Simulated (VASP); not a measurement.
# Sb in VASP: single point with r2SCAN

Aim: the single point of Sb with r2SCAN.

Everything below comes from runs of VASP 6.6.1. Logs are shortened: lines on timing, memory, paths and dates and some standing lists are left out, and cuts for length are marked.

**1. The cell of the first run**

The cell holds a slab with vacuum, 2 atoms: a = 4.105 Å, b = 4.105 Å, c = 26.855 Å, α = 90.00°, β = 90.00°, γ = 120.00°.

**2. Single point, r2SCAN, non-collinear spin, zero start, spin-orbit coupling**

The input, POSCAR:

```
Sb
1.0
    4.1051829493      0.0000000000      0.0000000000
   -2.0525914747      3.5551927213      0.0000000000
    0.0000000000      0.0000000000     26.8552477996
Sb
2
Direct
    0.3333333333      0.6666666667      0.3149797942
    0.6666666667      0.3333333333      0.3749272228
```

The input, INCAR.step1:

```
PREC = Accurate ; ENCUT = 440
ISMEAR = 0 ; SIGMA = 0.01
LREAL = False ; LASPH = True
NELM = 200 ; MAGMOM = 0 0 0 0 0 0
LSORBIT = True ; GGA_COMPAT = False
LDIPOL = True ; IDIPOL = 3
DIPOL = 0.5 0.5 0.345 ; NBANDS = 22
GGA = PE ; ALGO = Normal
EDIFF = 1E-5 ; LWAVE = True
LCHARG = False ; NELMDL = -8
```

The input, INCAR.step2:

```
PREC = Accurate ; ENCUT = 440
EDIFF = 1E-6 ; ISMEAR = 0
SIGMA = 0.01 ; LREAL = False
LASPH = True ; NELM = 200
ALGO = Normal ; ISIF = 2
LWAVE = False ; LCHARG = False
MAGMOM = 0 0 0 0 0 0 ; LORBIT = 11
LSORBIT = True ; GGA_COMPAT = False
LORBMOM = True ; LDIPOL = True
IDIPOL = 3 ; DIPOL = 0.5 0.5 0.345
METAGGA = R2SCAN ; LMIXTAU = True
NBANDS = 22 ; ISTART = 1
```

The input, KPOINTS:

```
Automatic mesh
0
Gamma
  12 12 1
```

Potentials or basis: VASP PAW PBE potentials, release 64 (Sb).

The run is started by

```console
> cat potpaw_PBE.64/Sb/POTCAR > POTCAR
> cp INCAR.step1 INCAR
> mpirun -np 1 vasp_ncl > vasp.out
> cp INCAR.step2 INCAR
> mpirun -np 1 vasp_ncl > vasp.out
```

OUTCAR:

```text
PREC = Accurate
   ENCUT = 440
   EDIFF = 1E-6
   ISMEAR = 0
   LREAL = False
   LASPH = True
   NELM = 200
   ISIF = 2
   LORBIT = 11
   LSORBIT = True
   METAGGA = R2SCAN
   ISTART = 1

 ion  position               nearest neighbor table
   1  0.333  0.667  0.315-   2 2.87   2 2.87   2 2.87
   2  0.667  0.333  0.375-   1 2.87   1 2.87   1 2.87

  LATTYP: Found a hexagonal cell.
 ALAT       =     4.1051829493
 C/A-ratio  =     6.5417907390

  Lattice vectors:

 A1 = (   4.1051829493,   0.0000000000,   0.0000000000)
 A2 = (  -2.0525914747,   3.5551927213,   0.0000000000)
 A3 = (   0.0000000000,   0.0000000000,  26.8552477996)

Analysis of symmetry for initial positions (statically):
=====================================================================
 Subroutine PRICEL returns:
 Original cell was already a primitive cell.

 Routine SETGRP: Setting up the symmetry group for a
 hexagonal supercell.

 Subroutine GETGRP returns: Found 12 space group operations
 (whereof  6 operations were pure point group operations)
 out of a pool of 24 trial point group operations.

The static configuration has the point symmetry C_3v.
 The point group associated with its full space group is D_3d.

Analysis of symmetry for dynamics (positions and initial velocities):
=====================================================================
 Subroutine PRICEL returns:
 Original cell was already a primitive cell.

 Routine SETGRP: Setting up the symmetry group for a
 hexagonal supercell.

 Subroutine GETGRP returns: Found 12 space group operations
 (whereof  6 operations were pure point group operations)
 out of a pool of 24 trial point group operations.

The dynamic configuration has the point symmetry C_3v.
 The point group associated with its full space group is D_3d.

Analysis of structural, dynamic, and magnetic symmetry:
=====================================================================
 Subroutine PRICEL returns:
 Original cell was already a primitive cell.

 Routine SETGRP: Setting up the symmetry group for a
 hexagonal supercell.

 Subroutine GETGRP returns: Found 12 space group operations
 (whereof  6 operations were pure point group operations)
 out of a pool of 24 trial point group operations.

The overall configuration has the point symmetry C_3v.
 The point group associated with its full space group is D_3d.

 Subroutine INISYM returns: Found 12 space group operations
 (whereof  6 operations are pure point group operations),
 and found     1 'primitive' translations

----------------------------------------------------------------------------------------

                                     Primitive cell

  volume of cell :     391.9447

  direct lattice vectors                    reciprocal lattice vectors
     4.105182949  0.000000000  0.000000000     0.243594503  0.140639352  0.000000000
    -2.052591475  3.555192721  0.000000000     0.000000000  0.281278704  0.000000000
     0.000000000  0.000000000 26.855247800     0.000000000  0.000000000  0.037236670

  length of vectors
     4.105182949  4.105182949 26.855247800     0.281278704  0.281278704  0.037236670

  position of ions in fractional coordinates (direct lattice)
     0.333333333  0.666666667  0.314979794
     0.666666667  0.333333333  0.374927223

  ion indices of the primitive-cell ions
   primitive index   ion index
                 1           1
                 2           2

----------------------------------------------------------------------------------------

 KPOINTS: Automatic mesh

Automatic generation of k-mesh.
 Grid dimensions read from file:
 generate k-points for:   12   12    1

 Generating k-lattice:
[... 97 lines left out ...]

 number of electron      10.0000001 magnetization       0.0000000     -0.0000000      0.0000000

 dipolmoment           0.000000      0.000000      0.000002 electrons x Angstroem

 Free energy of the ion-electron system (eV)
  ---------------------------------------------------
  ext. energy  EPLUGINS =         0.00000000
  ---------------------------------------------------
  free energy    TOTEN  =       -51.34813983 eV

  energy without entropy =      -51.34813983  energy(sigma->0) =      -51.34813983

 E-fermi :  -3.0460     XC(G=0):  -1.9734

 val. band max:       -3.1463680606   @ k =   0.0000   0.0000   0.0000
 cond. band min:      -1.7924503507   @ k =   0.3333   0.0000   0.0000
 fundamental gap:      1.3539177099
 Fermi energy:        -3.0460269886

 k-point     1 :       0.0000    0.0000    0.0000
  band No.  band energies     occupation
      1     -15.1766      1.00000
      2     -15.1766      1.00000
      3      -9.6905      1.00000
      4      -9.6905      1.00000
      5      -4.0937      1.00000
      6      -4.0937      1.00000
[... 464 lines left out ...]
     21       4.6025      0.00000
     22       4.6025      0.00000

------------------------ aborting loop because EDIFF is reached ----------------------------------------

 vacuum level on the upper side and lower side of the slab       (xc-potential included)         0.001        -0.003

  FORCE on cell =-STRESS in cart. coord.  units (eV):
  Direction    XX          YY          ZZ          XY          YZ          ZX
  --------------------------------------------------------------------------------------
  -------------------------------------------------------------------------------------
  Total        0.0160274      0.0160274      0.1980265     -0.0000000     -0.0000000     -0.0000000
  in kB        0.0655161      0.0655161      0.8094856     -0.0000000     -0.0000000     -0.0000000
  external PRESSURE =       0.3135060 kB  Pullay stress =       0.0000000 kB

 VOLUME and BASIS-vectors are now :
 -----------------------------------------------------------------------------
  energy-cutoff  :      440.00
  volume of cell :      391.94
      direct lattice vectors                 reciprocal lattice vectors
     4.105182949  0.000000000  0.000000000     0.243594503  0.140639352  0.000000000
    -2.052591475  3.555192721  0.000000000     0.000000000  0.281278704  0.000000000
     0.000000000  0.000000000 26.855247800     0.000000000  0.000000000  0.037236670

 POSITION                                       TOTAL-FORCE (eV/Angst)
 -----------------------------------------------------------------------------------
     -0.00000      2.37013      8.45886        -0.000000      0.000000     -0.131505
      2.05259      1.18506     10.06876         0.000000     -0.000000      0.131505
 -----------------------------------------------------------------------------------
    total drift:                                0.000000     -0.000000      0.000015

  FREE ENERGIE OF THE ION-ELECTRON SYSTEM (eV)
  ---------------------------------------------------
  free  energy   TOTEN  =       -51.3481398308 eV

  energy  without entropy=      -51.3481398308  energy(sigma->0) =      -51.34813983

 vacuum level on the upper side and lower side of the slab         1.771         1.768

 orbital moment (x)

 # of ion     p       d       tot
 ----------------------------------------
  1        -0.000  -0.000  -0.000
  2         0.000  -0.000  -0.000
 ----------------------------------------
            0.000  -0.000  -0.000

 orbital moment (y)

 # of ion     p       d       tot
 ----------------------------------------
  1         0.000   0.000   0.000
  2         0.000   0.000   0.000
 ----------------------------------------
            0.000   0.000   0.000

 orbital moment (z)

 # of ion     p       d       tot
 ----------------------------------------
  1         0.000   0.000   0.000
  2         0.000   0.000   0.000
 ----------------------------------------
            0.000   0.000   0.000

 Spin-Orbit-Coupling matrix elements

 Ion:    1  E_soc:     -0.1232292
 l=   1
     0.0000000    -0.0208569    -0.0196224
    -0.0208569     0.0000000    -0.0208569
    -0.0196224    -0.0208569     0.0000000
 l=   2
     0.0000000    -0.0000208     0.0000000    -0.0000208    -0.0000957
    -0.0000208     0.0000000    -0.0000528     0.0000061    -0.0000208
     0.0000000    -0.0000528     0.0000000    -0.0000528     0.0000000
    -0.0000208     0.0000061    -0.0000528     0.0000000    -0.0000208
    -0.0000957    -0.0000208     0.0000000    -0.0000208     0.0000000
 l=   3
     0.0000000     0.0000000     0.0000000     0.0000000     0.0000000     0.0000000     0.0000000
     0.0000000     0.0000000     0.0000000     0.0000000     0.0000000     0.0000000     0.0000000
     0.0000000     0.0000000     0.0000000     0.0000000     0.0000000     0.0000000     0.0000000
     0.0000000     0.0000000     0.0000000     0.0000000     0.0000000     0.0000000     0.0000000
     0.0000000     0.0000000     0.0000000     0.0000000     0.0000000     0.0000000     0.0000000
     0.0000000     0.0000000     0.0000000     0.0000000     0.0000000     0.0000000     0.0000000
     0.0000000     0.0000000     0.0000000     0.0000000     0.0000000     0.0000000     0.0000000

 Ion:    2  E_soc:     -0.1232292
 l=   1
     0.0000000    -0.0208569    -0.0196224
    -0.0208569     0.0000000    -0.0208569
    -0.0196224    -0.0208569     0.0000000
 l=   2
     0.0000000    -0.0000208     0.0000000    -0.0000208    -0.0000957
    -0.0000208     0.0000000    -0.0000528     0.0000061    -0.0000208
     0.0000000    -0.0000528     0.0000000    -0.0000528     0.0000000
    -0.0000208     0.0000061    -0.0000528     0.0000000    -0.0000208
    -0.0000957    -0.0000208     0.0000000    -0.0000208     0.0000000
 l=   3
     0.0000000     0.0000000     0.0000000     0.0000000     0.0000000     0.0000000     0.0000000
     0.0000000     0.0000000     0.0000000     0.0000000     0.0000000     0.0000000     0.0000000
     0.0000000     0.0000000     0.0000000     0.0000000     0.0000000     0.0000000     0.0000000
     0.0000000     0.0000000     0.0000000     0.0000000     0.0000000     0.0000000     0.0000000
     0.0000000     0.0000000     0.0000000     0.0000000     0.0000000     0.0000000     0.0000000
     0.0000000     0.0000000     0.0000000     0.0000000     0.0000000     0.0000000     0.0000000
     0.0000000     0.0000000     0.0000000     0.0000000     0.0000000     0.0000000     0.0000000

 total charge

# of ion       s       p       d       tot
------------------------------------------
    1        1.188   1.184   0.028   2.400
    2        1.188   1.184   0.028   2.400
--------------------------------------------------
tot          2.376   2.368   0.057   4.800

 magnetization (x)

# of ion       s       p       d       tot
------------------------------------------
    1        0.000   0.000  -0.000   0.000
    2        0.000   0.000  -0.000   0.000
--------------------------------------------------
tot          0.000   0.000  -0.000   0.000

 magnetization (y)

# of ion       s       p       d       tot
------------------------------------------
    1        0.000  -0.000   0.000  -0.000
    2        0.000   0.000   0.000   0.000
--------------------------------------------------
tot          0.000   0.000   0.000   0.000

 magnetization (z)

# of ion       s       p       d       tot
------------------------------------------
    1       -0.000   0.000  -0.000  -0.000
    2       -0.000   0.000   0.000  -0.000
--------------------------------------------------
tot         -0.000   0.000  -0.000  -0.000
```

Run time: 62 min. Hardware: 1 thread of Intel Xeon 8259CL, shared host; peak memory 1.3 GiB.

Results:

| Quantity | Value |
| --- | --- |
| Free energy | -51.3481 eV |
| Largest force | 0.132 eV/Å |
| Net moment | 0.00 μB per cell |
| Valence electrons inside the program's atomic spheres | Sb 2.40 |

Forces on the atoms (eV/Å):
```
Sb   0.000  0.000 -0.132
Sb   0.000  0.000  0.132
```

Moments on the atoms (μB; x, y, z):
```
Sb  0.00 0.00 0.00
Sb  0.00 0.00 0.00
```

Caveat: the PAW data sets were made with another functional, which shifts forces and pressure a little.
